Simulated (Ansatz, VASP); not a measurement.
# One calculation of C, two programs

```
C
1.0
    -1.23094    1.23094    1.87269
     1.23094   -1.23094    1.87269
     1.23094    1.23094   -1.87269
C
1
Direct
  0.00000 0.00000 0.00000
```

Alike in both runs: task relaxation of cell and atoms; functional r2SCAN; k mesh 10 × 10 × 10; occupations gaussian, width 0.1 eV; no spin polarisation.

|  | VASP | Ansatz |
| --- | --- | --- |
| version | VASP 6.6.1 | Ansatz 0.2.0 |
| potentials or method | VASP PAW PBE potentials, release 64 (C), cutoff 600 eV | scalar-relativistic, plane waves, PAW |
| valence electrons in the cell | 4 | 4 |

|  | VASP | Ansatz | Ansatz less VASP |
| --- | --- | --- | --- |
| gap on the k mesh at the Fermi level, each at its own relaxed structure (eV) | none | none | - |
| relaxed volume (Å³/atom) | 7.42 | 8.77 | +1.355 |
| relaxed cell length with the largest relative difference (Å) | 3.083 | 3.570 | +0.4867 |

VASP's potentials were made for PBE, not for r2SCAN. A gap of «none» marks a metal or a gap that the smearing closes. One of these differences is far larger than is usual between the two programs; its cause wasn't traced.

The k mesh is coarse, so the values compare programs but aren't converged. Noted on VASP's run: the volume moved by over 15 % at a fixed basis, so the end points are rough.
